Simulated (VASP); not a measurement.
Write the native input for VASP 6.6.1 that does the following.

```
Task                               : single point
Functional                         : HSE06
Potentials or basis                : VASP PAW PBE potentials, release 64 (B, N)
Cutoff                             : 520 eV
k mesh                             : 8 × 8 × 8
Occupations                        : fermi-dirac, width 0.02 eV
Spin                               : no spin polarisation
Dipole correction                  : no
Grid for exact exchange (PRECFOCK) : Normal
Further INCAR settings             : ALGO = Normal; EDIFF = 1e-06; NBANDS = 11
Share of exact exchange            : 0.25
Screening parameter                : 0.2079 1/Å
```

Crystal: BN.

```
B N
1.0
     0.00000    1.80442    1.80442
     1.80442    0.00000    1.80442
     1.80442    1.80442    0.00000
B N
1 1
Cartesian
  0.0000 0.0000 0.0000
  0.9022 0.9022 0.9022
```

The input as run:

POSCAR

```
BN
1.0
    0.0000000000      1.8044216300      1.8044216300
    1.8044216300      0.0000000000      1.8044216300
    1.8044216300      1.8044216300      0.0000000000
B N
1 1
Direct
    0.0000000000      0.0000000000      0.0000000000
    0.2500000000      0.2500000000      0.2500000000
```

INCAR.step1

```
SYSTEM = BN
PREC = Accurate
ENCUT = 520
EDIFF = 1E-5
ISMEAR = -1
SIGMA = 0.02
LREAL = .False.
LASPH = .True.
NELM = 100
ALGO = Normal
ISIF = 2
LWAVE = .True.
NBANDS = 11
GGA = PE
```

INCAR.step2

```
SYSTEM = BN
PREC = Accurate
ENCUT = 520
EDIFF = 1E-6
ISMEAR = -1
SIGMA = 0.02
LREAL = .False.
LASPH = .True.
NELM = 100
ALGO = Normal
ISIF = 2
LWAVE = .False.
LCHARG = .True.
GGA = PE
LHFCALC = .True.
HFSCREEN = 0.2079
PRECFOCK = Normal
LELF = .True.
LVHAR = .True.
NBANDS = 11
ISTART = 1
```

KPOINTS

```
regular mesh
0
Gamma
  8 8 8
  0 0 0
```

Potentials or basis: VASP PAW PBE potentials, release 64 (B, N).

The run is started by

```bash
$ cat potpaw_PBE.64/B/POTCAR potpaw_PBE.64/N/POTCAR > POTCAR
$ cp INCAR.step1 INCAR
$ mpirun -np 1 vasp_std > vasp.out
$ cp INCAR.step2 INCAR
$ mpirun -np 1 vasp_std > vasp.out
```

It gave:

* Pressure: -3.7 GPa
* Band gap on the k mesh: 5.78 eV (least direct gap 10.58 eV)

Caveat: the cell stands under tension; the PAW data sets were made with another functional, which shifts forces and pressure a little.

Wall time 5.5 min on 1 thread of Intel(R) Xeon(R) Platinum 8488C (Sapphire Rapids), with other jobs on the host, peak memory 0.23 GiB.
